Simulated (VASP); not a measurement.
# KI (I4/mmm) in VASP: single point with PBE

Aim: the single point of KI with PBE.

Everything below comes from runs of VASP 6.6.1. Logs are shortened: lines on timing, memory, paths and dates and some standing lists are left out, and cuts for length are marked.

## 1. The cell of the first run

It takes space group I4/mmm (No. 139, tetragonal). The conventional cell has a = 5.276 Å, b = 5.276 Å, c = 7.175 Å, α = 90.00°, β = 90.00°, γ = 90.00°. K (site symmetry 4/mmm) has 6 I at 3.59 to 3.73 Å within 4.7 Å. I (site symmetry 4/mmm) has 6 K at 3.59 to 3.73 Å within 4.7 Å.

## 2. Single point, PBE

Contents of INCAR:

```
SYSTEM = KI
PREC     = Accurate       ! precision mode
ENCUT    = 520            ! plane-wave cutoff, eV
EDIFF    = 1E-6           ! SCF threshold, eV
ISMEAR   = 0              ! smearing method
SIGMA    = 0.05           ! smearing width, eV
LREAL    = .FALSE.        ! projectors in reciprocal space
LASPH    = .TRUE.         ! aspherical terms in the spheres
NELM     = 100            ! most SCF steps
ALGO     = Normal         ! electronic algorithm
ISIF     = 2              ! what is computed and relaxed
LWAVE    = .FALSE.        ! write WAVECAR
LCHARG   = .TRUE.         ! write CHGCAR
GGA      = PE             ! functional
LELF     = .TRUE.         ! ELF
LVHAR    = .TRUE.       
NBANDS   = 15             ! bands
```

Contents of KPOINTS:

```
Automatic mesh
0
G
  6 6 6
  0 0 0
```

Contents of POSCAR:

```
KI
1.0
    0.0000000000      3.7308188998      3.5873258652
    3.7308188998      0.0000000000      3.5873258652
    3.7308188998      3.7308188998      0.0000000000
K I
1 1
Direct
    0.0000000000      0.0000000000      0.0000000000
    0.5000000000      0.5000000000      0.5000000000
```

Potentials or basis: VASP PAW PBE potentials, release 64 (K_sv, I).

On the command line:

```console
cat potpaw_PBE.64/K_sv/POTCAR potpaw_PBE.64/I/POTCAR > POTCAR
mpirun -np 1 vasp_std > vasp.out
```

OUTCAR:

```text
SYSTEM = KI
   PREC = Accurate
   ENCUT = 520
   EDIFF = 1E-6
   ISMEAR = 0
   LREAL = .FALSE.
   LASPH = .TRUE.
   NELM = 100
   ISIF = 2
   GGA = PE

 ion  position               nearest neighbor table
   1  0.000  0.000  0.000-   2 3.59   2 3.59
   2  0.500  0.500  0.500-   1 3.59   1 3.59

  LATTYP: Found a body centered tetragonal cell.
 ALAT       =     5.2761746869
 C/A-ratio  =     1.3598207331

  Lattice vectors:

 A1 = (   0.0000000000,  -3.7308188998,  -3.5873258652)
 A2 = (   0.0000000000,   3.7308188998,  -3.5873258652)
 A3 = (   3.7308188998,   0.0000000000,   3.5873258652)

Analysis of symmetry for initial positions (statically):
=====================================================================
 Subroutine PRICEL returns:
 Original cell was already a primitive cell.

 Routine SETGRP: Setting up the symmetry group for a
 body centered tetragonal supercell.

 Subroutine GETGRP returns: Found 16 space group operations
 (whereof 16 operations were pure point group operations)
 out of a pool of 16 trial point group operations.

The static configuration has the point symmetry D_4h.

Analysis of symmetry for dynamics (positions and initial velocities):
=====================================================================
 Subroutine PRICEL returns:
 Original cell was already a primitive cell.

 Routine SETGRP: Setting up the symmetry group for a
 body centered tetragonal supercell.

 Subroutine GETGRP returns: Found 16 space group operations
 (whereof 16 operations were pure point group operations)
 out of a pool of 16 trial point group operations.

The dynamic configuration has the point symmetry D_4h.

 Subroutine INISYM returns: Found 16 space group operations
 (whereof 16 operations are pure point group operations),
 and found     1 'primitive' translations

----------------------------------------------------------------------------------------

                                     Primitive cell

  volume of cell :      99.8640

  direct lattice vectors                    reciprocal lattice vectors
     0.000000000  3.730818900  3.587325865    -0.134018834  0.134018834  0.139379588
     3.730818900  0.000000000  3.587325865     0.134018834 -0.134018834  0.139379588
     3.730818900  3.730818900  0.000000000     0.134018834  0.134018834 -0.139379588

  length of vectors
     5.175704447  5.175704447  5.276174687     0.235263183  0.235263183  0.235263183

  position of ions in fractional coordinates (direct lattice)
     0.000000000  0.000000000  0.000000000
     0.500000000  0.500000000  0.500000000

  ion indices of the primitive-cell ions
   primitive index   ion index
[... 82 lines left out ...]
   POTIM  = 0.5000    time-step for ionic-motion
   TEBEG  =    0.0;   TEEND  =   0.0 temperature during run
   PSTRESS=    0.0 pullay stress
   NELECT =      16.0000    total number of electrons
   NUPDOWN=      -1.0000    fix difference up-down
   EMIN   =  10.00;   EMAX   =-10.00  energy-range for DOS
   EFERMI =   0.00;   METHOD = LEGACY
   ISMEAR =     0;   SIGMA  =   0.05  broadening in eV -4-tet -1-fermi 0-gaus
   EFERMI_NEDOS =   21; number of points for ismear=-14 and -15
   IALGO  =     38    algorithm
   IMIX   =      4    mixing-type and parameters
     AMIX     =   0.40;   BMIX     =  1.00
     AMIX_MAG =   1.60;   BMIX_MAG =  1.00
  volume/ion in A,a.u.               =      49.93       336.96
  Fermi-wavevector in a.u.,A,eV,Ry     =   0.889157  1.680263 10.756768  0.790600
  Thomas-Fermi vector in A             =   2.010681
   LORBIT       =      0    0 simple, 1 ext, 2 COOP (PROOUT), +10 PAW based schemes
   GGA     = PE    functional components
   LHFCALC =     F    Hartree Fock is set to
   AEXX    =    0.0000 exact exchange contribution
   IVDW    =     0    specifies the selected vdW correction
   LEPSILON=     F    determine dielectric tensor
   LRPA    =     F    only Hartree local field effects (RPA)
 non-spin polarized calculation
 Gauss-broadening in eV      SIGMA  =   0.05
  energy-cutoff  :      520.00
  volume of cell :       99.86
 maximum number of plane-waves:      2714
 NGX is ok and might be reduce to    40
   NGX = 19   NGY = 19   NGZ = 19

 number of electron      15.9999998 magnetization

 Free energy of the ion-electron system (eV)
  ---------------------------------------------------
  ext. energy  EPLUGINS =         0.00000000
  ---------------------------------------------------
  free energy    TOTEN  =        -5.54587627 eV

  energy without entropy =       -5.54587627  energy(sigma->0) =       -5.54587627

 E-fermi :  -0.6709     XC(G=0):  -6.7022

 val. band max:       -1.0031594436   @ k =   0.0000   0.0000   0.0000
 cond. band min:       2.6891397201   @ k =   0.0000   0.0000   0.0000
 fundamental gap:      3.6922991637
 Fermi energy:        -0.6708794261

 k-point     1 :       0.0000    0.0000    0.0000
  band No.  band energies     occupation
      1     -29.7469      2.00000
      2     -13.2228      2.00000
      3     -13.2228      2.00000
      4     -13.2180      2.00000
      5     -11.3458      2.00000
      6      -1.0113      2.00000
      7      -1.0032      2.00000
      8      -1.0032      2.00000
      9       2.6891      0.00000
     10       5.4448      0.00000
     11       5.4448      0.00000
     12       5.6567      0.00000
     13       6.0797      0.00000
     14       6.2260      0.00000
[... 401 lines left out ...]
      2     -13.2522      2.00000
      3     -13.2355      2.00000
      4     -13.2281      2.00000
      5     -11.2353      2.00000
      6      -1.7890      2.00000
      7      -1.4224      2.00000
      8      -1.2772      2.00000
      9       4.4238      0.00000
     10       4.8778      0.00000
     11       6.3427      0.00000
     12       6.9998      0.00000
     13       7.4438      0.00000
     14       8.0230      0.00000
     15       8.3135      0.00000

 [... further k-points ...]
[... 5 lines left out ...]
  --------------------------------------------------------------------------------------
  -------------------------------------------------------------------------------------
  Total       -0.4930022     -0.4930022     -0.1448441      0.0000000      0.0000000     -0.0000000
  in kB       -7.9095225     -7.9095225     -2.3238182      0.0000000      0.0000000     -0.0000000
  external PRESSURE =      -6.0476211 kB  Pullay stress =       0.0000000 kB

 VOLUME and BASIS-vectors are now :
 -----------------------------------------------------------------------------
  energy-cutoff  :      520.00
  volume of cell :       99.86
      direct lattice vectors                 reciprocal lattice vectors
     0.000000000  3.730818900  3.587325865    -0.134018834  0.134018834  0.139379588
     3.730818900  0.000000000  3.587325865     0.134018834 -0.134018834  0.139379588
     3.730818900  3.730818900  0.000000000     0.134018834  0.134018834 -0.139379588

 POSITION                                       TOTAL-FORCE (eV/Angst)
 -----------------------------------------------------------------------------------
      0.00000      0.00000      0.00000         0.000000     -0.000000     -0.000000
      3.73082      3.73082      3.58733        -0.000000      0.000000      0.000000
 -----------------------------------------------------------------------------------
    total drift:                                0.000000     -0.000000     -0.000000

  FREE ENERGIE OF THE ION-ELECTRON SYSTEM (eV)
  ---------------------------------------------------
  free  energy   TOTEN  =        -5.5458762720 eV

  energy  without entropy=       -5.5458762720  energy(sigma->0) =       -5.54587627
```

OSZICAR:

```text
N       E                     dE             d eps       ncg     rms          rms(c)
DAV:   1     0.886619077129E+02    0.88662E+02   -0.62879E+03   900   0.890E+02
DAV:   2     0.384292457481E+00   -0.88278E+02   -0.82219E+02  1152   0.205E+02
DAV:   3    -0.530861129553E+01   -0.56929E+01   -0.56659E+01  1215   0.463E+01
DAV:   4    -0.565280877187E+01   -0.34420E+00   -0.34407E+00  1545   0.965E+00
DAV:   5    -0.565420232971E+01   -0.13936E-02   -0.13935E-02  1271   0.708E-01    0.249E+00
DAV:   6    -0.554714868358E+01    0.10705E+00   -0.11881E-01  1187   0.176E+00    0.180E+00
DAV:   7    -0.553782449379E+01    0.93242E-02   -0.12361E-01  1257   0.163E+00    0.786E-01
DAV:   8    -0.554516145781E+01   -0.73370E-02   -0.13268E-02  1068   0.698E-01    0.121E-01
DAV:   9    -0.554570949513E+01   -0.54804E-03   -0.12995E-03  1271   0.186E-01    0.757E-02
DAV:  10    -0.554582205927E+01   -0.11256E-03   -0.14921E-04  1166   0.650E-02    0.205E-02
DAV:  11    -0.554587550286E+01   -0.53444E-04   -0.61880E-05  1096   0.461E-02    0.150E-02
DAV:  12    -0.554587627195E+01   -0.76910E-06   -0.25741E-06  1207   0.111E-02
   1 F= -.55458763E+01 E0= -.55458763E+01  d E =-.182041E-22
```

It took 1.7 min on 1 thread of AMD EPYC 7R13, shared host; peak memory 0.23 GiB.

Results:

| Quantity | Value |
| --- | --- |
| Free energy | -5.5459 eV |
| Pressure | -0.6 GPa |
| Band gap on the k mesh | 3.69 eV, direct |

Stress tensor (GPa, compression positive):
```
-0.79  0.00  0.00
 0.00 -0.79  0.00
 0.00  0.00 -0.23
```

Levels at points of the mesh, in eV from the valence-band top:
| k point | band 5 | band 6 | band 7 | band 8 | band 9 | band 10 | band 11 | band 12 |
| --- | --- | --- | --- | --- | --- | --- | --- | --- |
| (0.00, 0.00, 0.00) | -10.34 | -0.01 | 0.00 | 0.00 | 3.69 | 6.45 | 6.45 | 6.66 |
| (0.50, 0.00, 0.00) | -10.19 | -1.07 | -0.25 | -0.25 | 5.38 | 7.28 | 7.75 | 8.03 |
| (0.50, 0.50, 0.00) | -10.24 | -0.81 | -0.33 | -0.33 | 5.08 | 5.50 | 8.00 | 8.32 |
| (0.50, 0.00, 0.50) | -10.25 | -0.83 | -0.31 | -0.26 | 5.11 | 5.47 | 7.91 | 8.13 |

Caveat: spin-orbit coupling is left out, which moves the levels of the heavy elements.
